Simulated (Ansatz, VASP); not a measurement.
Two plane-wave programs on BN

The input INCAR:

```
SYSTEM = BN
ALGO = Normal
EDIFF = 1E-6
ENCUT = 600
GGA = CA
GGA_COMPAT = .FALSE.
ISIF = 2
ISMEAR = 0
LASPH = .TRUE.
LCHARG = .FALSE.
LREAL = .FALSE.
LWAVE = .FALSE.
NBANDS = 11
NELM = 120
PREC = Accurate
SIGMA = 0.02
```

The input KPOINTS:

```
k-points
0
G
  12 12 12
  0 0 0
```

The input POSCAR:

```
BN
1.0
    0.0000000000      1.7899143218      1.7899143218
    1.7899143218      0.0000000000      1.7899143218
    1.7899143218      1.7899143218      0.0000000000
B N
1 1
Direct
    0.0000000000      0.0000000000      0.0000000000
    0.2500000000      0.2500000000      0.2500000000
```

Input for Ansatz:

```yaml
crystal:
  lattice:
    - [0.0, 1.7899143218, 1.7899143218]
    - [1.7899143218, 0.0, 1.7899143218]
    - [1.7899143218, 1.7899143218, 0.0]
  atoms:
    - { symbol: B, position: [0.0, 0.0, 0.0] }
    - { symbol: "N", position: [0.25, 0.25, 0.25] }
basis:
  ecutwfc: 420
kpoints:
  mp_grid: { grid: [12, 12, 12] }
  band_path:
    path:
      - [[0.0, 0.0, 0.0], [-0.5, -0.5, 0.0], [-0.375, -0.375, 0.25]]
      - [[-0.375, 0.0, 0.375], [0.0, 0.0, 0.0], [0.0, 0.0, 0.5], [-0.5, -0.25, 0.25], [-0.5, -0.5, 0.0]]
    npoints: 10
hamiltonian:
  xc: lda
  pseudopotentials: { kind: paw, azcp: { folder: soft_1 } }
scf:
  occupations: { method: gaussian, width: 0.02 }
  n_extra_bands: 7
output:
  forces: true
  stress: true
  eigenvalues: true
```

Alike in both runs: task single point; functional LDA; k mesh 12 × 12 × 12; occupations gaussian, width 0.02 eV; no spin polarisation.

```csv
,VASP,Ansatz
version,VASP 6.6.1,Ansatz 0.2.0
potentials or method,"VASP PAW LDA potentials, release 64 (B, N), cutoff 600 eV","scalar-relativistic, plane waves, PAW"
valence electrons in the cell,8,8
```

|  | VASP | Ansatz | Ansatz less VASP |
| --- | --- | --- | --- |
| gap on the k mesh at the Fermi level (eV) | 4.38 | 4.39 | +0.011 |
| least direct gap on the mesh (eV) | 8.82 | 8.83 | +0.006 |
| pressure (GPa) | 1.0 | 0.0 | -1.01 |

Ansatz warns that its potentials were made for another functional, while VASP's fit it. LDA's correlation is that of Perdew and Zunger in VASP and of Perdew and Wang (1992) in Ansatz.
